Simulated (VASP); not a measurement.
Set up this calculation in VASP 6.6.1, as the native input.

```
Task                   : single point
Functional             : PBE
Potentials or basis    : VASP PAW PBE potentials, release 64 (Mo_sv, Ru_pv)
Cutoff                 : 520 eV
k mesh                 : 6 × 6 × 2
Occupations            : gaussian, width 0.1 eV
Spin                   : no spin polarisation
Dipole correction      : no
Further INCAR settings : ALGO = Normal; EDIFF = 1e-07; NBANDS = 36
```

The structure of Mo3Ru lies in POSCAR:

```
Mo3Ru
1.0
    2.7751599755      0.0000000000      0.0000000000
   -1.3875799878      2.4033590384      0.0000000000
    0.0000000000      0.0000000000      9.2506186776
Mo Ru
3 1
Direct
    0.3333333333      0.6666666667      0.5000000000
    0.6666666667      0.3333333333      0.2378785876
    0.6666666667      0.3333333333      0.7621214124
    0.3333333333      0.6666666667      0.0000000000
```

These files were run (other wordings do the same):

INCAR

```
PREC = Accurate
ENCUT = 520
EDIFF = 1E-7
ISMEAR = 0
SIGMA = 0.1
LREAL = False
LASPH = True
NELM = 100
ALGO = Normal
ISIF = 2
LWAVE = False
LCHARG = False
GGA = PE
NBANDS = 36
```

KPOINTS

```
regular mesh
0
Gamma
  6 6 2
```

Potentials or basis: VASP PAW PBE potentials, release 64 (Mo_sv, Ru_pv).

Command:

```bash
$ cat potpaw_PBE.64/Mo_sv/POTCAR potpaw_PBE.64/Ru_pv/POTCAR > POTCAR
$ mpirun -np 1 vasp_std > vasp.out
```

Results of the run:

```yaml
Pressure: 0.4 GPa
Band_gap_on_the_k_mesh: zero (band 28 reaches 13.53 eV, above the bottom of band 29 at 11.60 eV)
```

Caveat: the k points lie up to 0.44 Å⁻¹ apart.

Run time: 36 s on 1 thread of Intel(R) Xeon(R) Platinum 8259CL CPU @ 2.50GHz (Skylake/Cascade Lake), on a shared host, peak memory 0.2 GiB.
